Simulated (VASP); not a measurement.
# VN2 (I4/mcm) in VASP: a series of runs

VN2 is run at these levels: PBEsol; tasks: single point.

All numbers are computed with VASP 6.6.1; they aren't measurements. Logs are shortened: lines on timing, memory, paths and dates and some standing lists are left out, and cuts for length are marked.

### 1 The cell of the first run

Symmetry: I4/mcm, No. 140, tetragonal system. The conventional cell has a = 4.095 Å, b = 4.095 Å, c = 4.679 Å, α = 90.00°, β = 90.00°, γ = 90.00°. Within 2.7 Å of V (site symmetry 422) lie 8 N at 2.01 Å and 2 V at 2.34 Å. N (site symmetry m2m) has 1 N at 1.35 Å within 1.8 Å.

### 2 Single point, PBEsol (volume scaled by 0.88, then relaxed in part)

INCAR

```
PREC = Accurate
ENCUT = 520
EDIFF = 1E-7
ISMEAR = 0
SIGMA = 0.1
LREAL = F
LASPH = T
NELM = 80
ALGO = Normal
ISIF = 2
LWAVE = F
LCHARG = F
GGA = PS
NBANDS = 32
```

KPOINTS

```
Automatic mesh
0
Gamma
  12 12 12
```

POSCAR

```
VN2
1.0
   -2.0472829226      2.0472829226      2.3394780820
    2.0472829226     -2.0472829226      2.3394780820
    2.0472829226      2.0472829226     -2.3394780820
V N
2 4
Direct
    0.2500000000      0.2500000000      0.0000000000
    0.7500000000      0.7500000000      0.0000000000
    0.1167094143      0.6167094143      0.7334188286
    0.6167094143      0.8832905857      0.5000000000
    0.8832905857      0.3832905857      0.2665811714
    0.3832905857      0.1167094143      0.5000000000
```

Potentials or basis: VASP PAW PBE potentials, release 64 (V_sv, N).

The run is started by

```sh
$ cat potpaw_PBE.64/V_sv/POTCAR potpaw_PBE.64/N/POTCAR > POTCAR
$ mpirun -np 1 vasp_std > vasp.out
```

OUTCAR:

```text
PREC = Accurate
   ENCUT = 520
   EDIFF = 1E-7
   ISMEAR = 0
   LREAL = F
   LASPH = T
   NELM = 80
   ISIF = 2
   GGA = PS

 ion  position               nearest neighbor table
   1  0.250  0.250  0.000-   3 2.01   5 2.01   4 2.01   6 2.01   6 2.01   4 2.01   3 2.01   5 2.01
                             2 2.34   2 2.34   2 2.90   2 2.90   2 2.90   2 2.90
   2  0.750  0.750  0.000-   3 2.01   5 2.01   4 2.01   6 2.01   4 2.01   6 2.01   5 2.01   3 2.01
                             1 2.34   1 2.34   1 2.90   1 2.90   1 2.90   1 2.90
   3  0.117  0.617  0.733-   5 1.35   2 2.01   1 2.01   1 2.01   2 2.01
   4  0.617  0.883  0.500-   6 1.35   2 2.01   1 2.01   2 2.01   1 2.01
   5  0.883  0.383  0.267-   3 1.35   2 2.01   1 2.01   2 2.01   1 2.01
   6  0.383  0.117  0.500-   4 1.35   1 2.01   2 2.01   1 2.01   2 2.01

  LATTYP: Found a body centered tetragonal cell.
 ALAT       =     4.0945658452
 C/A-ratio  =     1.1427233902

  Lattice vectors:

 A1 = (  -2.0472829226,   2.0472829226,   2.3394780820)
 A2 = (   2.0472829226,  -2.0472829226,   2.3394780820)
 A3 = (   2.0472829226,   2.0472829226,  -2.3394780820)

Analysis of symmetry for initial positions (statically):
=====================================================================
 Subroutine PRICEL returns:
 Original cell was already a primitive cell.

 Routine SETGRP: Setting up the symmetry group for a
 body centered tetragonal supercell.

 Subroutine GETGRP returns: Found 16 space group operations
 (whereof  8 operations were pure point group operations)
 out of a pool of 16 trial point group operations.

The static configuration has the point symmetry C_4h.
 The point group associated with its full space group is D_4h.

Analysis of symmetry for dynamics (positions and initial velocities):
=====================================================================
 Subroutine PRICEL returns:
 Original cell was already a primitive cell.

 Routine SETGRP: Setting up the symmetry group for a
 body centered tetragonal supercell.

 Subroutine GETGRP returns: Found 16 space group operations
 (whereof  8 operations were pure point group operations)
 out of a pool of 16 trial point group operations.

The dynamic configuration has the point symmetry C_4h.
 The point group associated with its full space group is D_4h.

 Subroutine INISYM returns: Found 16 space group operations
 (whereof  8 operations are pure point group operations),
 and found     1 'primitive' translations

----------------------------------------------------------------------------------------

                                     Primitive cell

  volume of cell :      39.2224

  direct lattice vectors                    reciprocal lattice vectors
    -2.047282923  2.047282923  2.339478082     0.000000000  0.244226137  0.213722883
     2.047282923 -2.047282923  2.339478082     0.244226137  0.000000000  0.213722883
     2.047282923  2.047282923 -2.339478082     0.244226137  0.244226137  0.000000000

  length of vectors
     3.722350390  3.722350390  3.722350390     0.324536403  0.324536403  0.345387916

  position of ions in fractional coordinates (direct lattice)
     0.250000000  0.250000000  0.000000000
     0.750000000  0.750000000  0.000000000
     0.116709414  0.616709414  0.733418829
     0.616709414  0.883290586  0.500000000
     0.883290586  0.383290586  0.266581171
     0.383290586  0.116709414  0.500000000

  ion indices of the primitive-cell ions
   primitive index   ion index
                 1           1
                 2           2
                 3           3
                 4           4
                 5           5
                 6           6

----------------------------------------------------------------------------------------

 KPOINTS: Automatic mesh

Automatic generation of k-mesh.
 Grid dimensions read from file:
 generate k-points for:   12   12   12

 Generating k-lattice:

  Cartesian coordinates                     Fractional coordinates (reciprocal lattice)
     0.000000000  0.020352178  0.017810240     0.083333333  0.000000000  0.000000000
     0.020352178  0.000000000  0.017810240     0.000000000  0.083333333  0.000000000
     0.020352178  0.020352178  0.000000000     0.000000000  0.000000000  0.083333333

  Length of vectors
     0.027044700  0.027044700  0.028782326

  Shift w.r.t. Gamma in fractional coordinates (k-lattice)
     0.000000000  0.000000000  0.000000000

 Subroutine IBZKPT returns following result:
 ===========================================

 Found    163 irreducible k-points:

 Following reciprocal coordinates:
            Coordinates               Weight
  0.000000  0.000000  0.000000      1.000000
  0.083333 -0.000000  0.000000      8.000000
  0.166667 -0.000000  0.000000      8.000000
  0.250000 -0.000000  0.000000      8.000000
  0.333333 -0.000000  0.000000      8.000000
  0.416667  0.000000 -0.000000      8.000000
[... 16 lines left out ...]
  0.500000  0.166667  0.000000     16.000000
 -0.416667  0.166667  0.000000     16.000000
 [... further k-points ...]
   k-points           NKPTS =    163   k-points in BZ     NKDIM =    163   number of bands    NBANDS=     32
   number of dos      NEDOS =    301   number of ions     NIONS =      6
   total plane-waves  NPLWV =  21952
   dimension x,y,z NGX =    28 NGY =   28 NGZ =   28
   dimension x,y,z NGXF=    56 NGYF=   56 NGZF=   56
   ions per type =               2   4
   NGX,Y,Z   is equivalent  to a cutoff of  12.51, 12.51, 12.51 a.u.
   NGXF,Y,Z  is equivalent  to a cutoff of  25.01, 25.01, 25.01 a.u.
 SYSTEM =  unknown system
   PREC   = accura    normal or accurate (medium, high low for compatibility)
   ISTART =      0    job   : 0-new  1-cont  2-samecut
   ICHARG =      2    charge: 1-file 2-atom 10-const
   ISPIN  =      1    spin polarized calculation?
   LNONCOLLINEAR =      F non collinear calculations
   LSORBIT =      F    spin-orbit coupling
   LASPH  =      T    aspherical Exc in radial PAW
   ENCUT  =  520.0 eV  38.22 Ry    6.18 a.u.   6.92  6.92  6.92*2*pi/ulx,y,z
   NELM   =     80;   NELMIN=  2; NELMDL= -5     # of ELM steps
   EDIFF  = 0.1E-06   stopping-criterion for ELM
   LREAL  =      F    real-space projection
   EDIFFG = 0.1E-05   stopping-criterion for IOM
   NSW    =      0    number of steps for IOM
   IBRION =     -1    ionic relax: 0-MD 1-quasi-New 2-CG
   NFREE  =      0    steps in history (QN), initial steepest desc. (CG)
   ISIF   =      2    stress and relaxation
   ISYM   =      2    0-nonsym 1-usesym 2-fastsym
   POTIM  = 0.5000    time-step for ionic-motion
   TEBEG  =    0.0;   TEEND  =   0.0 temperature during run
   PSTRESS=    0.0 pullay stress
   NELECT =      46.0000    total number of electrons
   NUPDOWN=      -1.0000    fix difference up-down
   EMIN   =  10.00;   EMAX   =-10.00  energy-range for DOS
   EFERMI =   0.00;   METHOD = LEGACY
   ISMEAR =     0;   SIGMA  =   0.10  broadening in eV -4-tet -1-fermi 0-gaus
   EFERMI_NEDOS =   21; number of points for ismear=-14 and -15
   IALGO  =     38    algorithm
   IMIX   =      4    mixing-type and parameters
     AMIX     =   0.40;   BMIX     =  1.00
     AMIX_MAG =   1.60;   BMIX_MAG =  1.00
  volume/ion in A,a.u.               =       6.54        44.11
  Fermi-wavevector in a.u.,A,eV,Ry     =   1.726431  3.262481 40.553032  2.980564
  Thomas-Fermi vector in A             =   2.801744
   LORBIT       =      0    0 simple, 1 ext, 2 COOP (PROOUT), +10 PAW based schemes
   GGA     = PS    functional components
   LHFCALC =     F    Hartree Fock is set to
   AEXX    =    0.0000 exact exchange contribution
   IVDW    =     0    specifies the selected vdW correction
   LEPSILON=     F    determine dielectric tensor
   LRPA    =     F    only Hartree local field effects (RPA)
 non-spin polarized calculation
 Gauss-broadening in eV      SIGMA  =   0.10
  energy-cutoff  :      520.00
  volume of cell :       39.22
 maximum number of plane-waves:      1082
   NGX = 13   NGY = 13   NGZ = 13

 number of electron      46.0000014 magnetization

 Free energy of the ion-electron system (eV)
  ---------------------------------------------------
  ext. energy  EPLUGINS =         0.00000000
  ---------------------------------------------------
  free energy    TOTEN  =       -56.07828208 eV

  energy without entropy =      -56.06990301  energy(sigma->0) =      -56.07409255

 E-fermi :  14.1363     XC(G=0): -14.8499

 val. band max:       14.1322989514   @ k =  -0.3333  -0.3333   0.2500
 cond. band min:      14.1492995324   @ k =  -0.4167   0.5000   0.3333
 fundamental gap:      0.0170005810
 Fermi energy:        14.1363469889

 k-point     1 :       0.0000    0.0000    0.0000
  band No.  band energies     occupation
      1     -51.3384      2.00000
      2     -51.0068      2.00000
      3     -25.8886      2.00000
      4     -25.3047      2.00000
      5     -25.3047      2.00000
      6     -25.3031      2.00000
[... 24 lines left out ...]
     31      17.1075      0.00000
     32      19.5428      0.00000

 k-point     2 :       0.0833   -0.0000    0.0000
  band No.  band energies     occupation
      1     -51.3327      2.00000
      2     -51.0124      2.00000
      3     -25.8660      2.00000
      4     -25.3067      2.00000
      5     -25.3064      2.00000
      6     -25.3057      2.00000
[... 24 lines left out ...]
     31      17.2651      0.00000
     32      19.4109      0.00000

 k-point     3 :       0.1667   -0.0000    0.0000
  band No.  band energies     occupation
      1     -51.3160      2.00000
      2     -51.0288      2.00000
      3     -25.7994      2.00000
      4     -25.3143      2.00000
      5     -25.3123      2.00000
      6     -25.3096      2.00000
[... 24 lines left out ...]
     31      17.5500      0.00000
     32      19.0344      0.00000

 k-point     4 :       0.2500   -0.0000    0.0000
  band No.  band energies     occupation
      1     -51.2894      2.00000
      2     -51.0549      2.00000
      3     -25.6921      2.00000
      4     -25.3251      2.00000
      5     -25.3201      2.00000
      6     -25.3145      2.00000
[... 654 lines left out ...]
     31      17.6104      0.00000
     32      18.5718      0.00000

 k-point    23 :       0.5000    0.1667    0.0000
  band No.  band energies     occupation
      1     -51.2392      2.00000
      2     -51.1030      2.00000
      3     -25.5827      2.00000
      4     -25.4990      2.00000
      5     -25.3470      2.00000
      6     -25.3048      2.00000
[... 24 lines left out ...]
     31      17.6021      0.00000
     32      18.6884      0.00000

 k-point    24 :      -0.4167    0.1667    0.0000
  band No.  band energies     occupation
      1     -51.2740      2.00000
      2     -51.0681      2.00000
      3     -25.7252      2.00000
      4     -25.4935      2.00000
      5     -25.3399      2.00000
      6     -25.2992      2.00000
[... 24 lines left out ...]
     31      17.7883      0.00000
     32      18.6933      0.00000

 [... further k-points ...]
[... 5 lines left out ...]
  --------------------------------------------------------------------------------------
  -------------------------------------------------------------------------------------
  Total       14.6985262     14.6985262     14.5998132      0.0000000      0.0000000      0.0000000
  in kB      600.4124266    600.4124266    596.3801539      0.0000000      0.0000000      0.0000000
  external PRESSURE =     599.0683357 kB  Pullay stress =       0.0000000 kB

 VOLUME and BASIS-vectors are now :
 -----------------------------------------------------------------------------
  energy-cutoff  :      520.00
  volume of cell :       39.22
      direct lattice vectors                 reciprocal lattice vectors
    -2.047282923  2.047282923  2.339478082     0.000000000  0.244226137  0.213722883
     2.047282923 -2.047282923  2.339478082     0.244226137  0.000000000  0.213722883
     2.047282923  2.047282923 -2.339478082     0.244226137  0.244226137  0.000000000

 POSITION                                       TOTAL-FORCE (eV/Angst)
 -----------------------------------------------------------------------------------
      0.00000      0.00000      1.16974        -0.000000      0.000000      0.000000
      0.00000      0.00000      3.50922        -0.000000      0.000000      0.000000
      2.52516      0.47787     -0.00000         0.057919      0.057919     -0.000000
      1.56941      0.47787      2.33948        -0.057919      0.057919      0.000000
     -0.47787      1.56941      2.33948        -0.057919     -0.057919      0.000000
      0.47787      1.56941      0.00000         0.057919     -0.057919      0.000000
 -----------------------------------------------------------------------------------
    total drift:                               -0.000000      0.000000      0.000000

  FREE ENERGIE OF THE ION-ELECTRON SYSTEM (eV)
  ---------------------------------------------------
  free  energy   TOTEN  =       -56.0782820802 eV

  energy  without entropy=      -56.0699030105  energy(sigma->0) =      -56.07409255
```

Wall time 2.3 min (1 thread of Intel Xeon Platinum 8488C (Sapphire Rapids), shared host); peak memory 0.27 GiB.

Results:

```
Free energy            : -56.0783 eV
Pressure               : 59.9 GPa
Largest force          : 0.082 eV/Å
Band gap on the k mesh : zero (band 23 reaches 14.41 eV, above the bottom of band 24 at 13.90 eV)
```

Forces in eV/Å, atoms in the order of the input:
```
V    0.000  0.000  0.000
V    0.000  0.000  0.000
N    0.058  0.058  0.000
N   -0.058  0.058  0.000
N   -0.058 -0.058  0.000
N    0.058 -0.058  0.000
```

Levels at points of the mesh, in eV from the Fermi level:
```
           k point  band 21  band 22  band 23  band 24  band 25  band 26
(0.00, 0.00, 0.00)    -3.43    -3.22    -3.22     0.94     1.11     1.11
(0.50, 0.00, 0.00)    -3.99    -3.99     0.17     0.17     0.96     0.96
(0.50, 0.50, 0.00)    -3.54    -3.27    -1.74     0.07     1.01     1.38
(0.50, 0.50, 0.50)    -2.65    -0.53    -0.37    -0.04     0.00     0.04
```

Caveat: the PAW data sets were made with another functional, which shifts forces and pressure a little; the run has no spin polarisation, though such a crystal can be magnetic.

### 3 Single point, PBEsol (volume scaled by 0.91, then relaxed in part)

INCAR

```
SYSTEM = VN2
PREC = Accurate
ENCUT = 520
EDIFF = 1E-7
ISMEAR = 0
SIGMA = 0.1
LREAL = .False.
LASPH = .True.
NELM = 60
ALGO = Normal
ISIF = 2
LWAVE = .False.
LCHARG = .False.
GGA = PS
NBANDS = 32
```

KPOINTS

```
regular mesh
0
Gamma
  12 12 12
  0 0 0
```

POSCAR

```
VN2
1.0
   -2.0690979585      2.0690979585      2.3684887383
    2.0690979585     -2.0690979585      2.3684887383
    2.0690979585      2.0690979585     -2.3684887383
V N
2 4
Direct
    0.2500000000      0.2500000000      0.0000000000
    0.7500000000      0.7500000000      0.0000000000
    0.1161626708      0.6161626708      0.7323253416
    0.6161626708      0.8838373292      0.5000000000
    0.8838373292      0.3838373292      0.2676746584
    0.3838373292      0.1161626708      0.5000000000
```

Potentials or basis: VASP PAW PBE potentials, release 64 (V_sv, N).

The run is started by

```sh
$ cat potpaw_PBE.64/V_sv/POTCAR potpaw_PBE.64/N/POTCAR > POTCAR
$ mpirun -np 1 vasp_std > vasp.out
```

Run time: 2.1 min. Hardware: 1 thread of Intel Xeon Platinum 8488C (Sapphire Rapids), shared host; peak memory 0.28 GiB.

It converged, with:

```
Free energy            : -56.5000 eV
Pressure               : 41.3 GPa
Largest force          : 0.084 eV/Å
Band gap on the k mesh : zero (band 23 reaches 13.79 eV, above the bottom of band 24 at 13.32 eV)
```

Forces on the atoms (eV/Å):
```
V    0.000  0.000  0.000
V    0.000  0.000  0.000
N    0.060  0.060  0.000
N   -0.060  0.060  0.000
N   -0.060 -0.060  0.000
N    0.060 -0.060  0.000
```

Stress tensor (GPa, compression positive):
```
41.36  0.00  0.00
 0.00 41.36  0.00
 0.00  0.00 41.05
```

Levels at points of the mesh, in eV from the Fermi level:
| k point | band 20 | band 21 | band 22 | band 23 | band 24 | band 25 | band 26 | band 27 |
| --- | --- | --- | --- | --- | --- | --- | --- | --- |
| (0.00, 0.00, 0.00) | -3.55 | -3.27 | -3.09 | -3.09 | 0.90 | 1.07 | 1.07 | 1.81 |
| (0.50, 0.00, 0.00) | -3.97 | -3.81 | -3.81 | 0.17 | 0.17 | 0.90 | 0.90 | 1.34 |
| (0.50, 0.50, 0.00) | -5.14 | -3.38 | -3.13 | -1.67 | 0.05 | 0.96 | 1.31 | 2.35 |
| (0.50, 0.50, 0.50) | -2.53 | -2.53 | -0.47 | -0.33 | -0.07 | 0.00 | 0.01 | 2.12 |

Caveat: the PAW data sets were made with another functional, which shifts forces and pressure a little; the run has no spin polarisation, though such a crystal can be magnetic.
